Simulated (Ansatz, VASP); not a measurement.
# B in VASP and in Ansatz

```
B
1.0
     2.58860   -2.96249    0.00000
     2.58860    2.96249    0.00000
     0.00000    0.00000    3.08821
B
6
Direct
  0.58076 0.08076 0.25160
  0.91924 0.41924 0.25160
  0.41924 0.91924 0.74840
  0.08076 0.58076 0.74840
  0.25000 0.25000 0.00000
  0.75000 0.75000 0.00000
```

Alike in both runs: functional PBE; k mesh 10 × 10 × 12; occupations gaussian, width 0.1 eV; no spin polarisation.

Ansatz relaxed the structure, and its values are those at the end. VASP's run is a single point on that final structure, the one shown.

|  | VASP | Ansatz |
| --- | --- | --- |
| version | VASP 6.6.1 | Ansatz 0.2.0 |
| potentials or method | VASP PAW PBE potentials, release 64 (B), cutoff 520 eV | scalar-relativistic, plane waves, PAW |
| valence electrons in the cell | 18 | 18 |

```csv
,VASP,Ansatz,Ansatz less VASP
gap on the k mesh at the Fermi level (eV),none,none,-
pressure (GPa),0.0,0.0,-0.03
```

A gap of «none» marks a metal or a gap that the smearing closes.
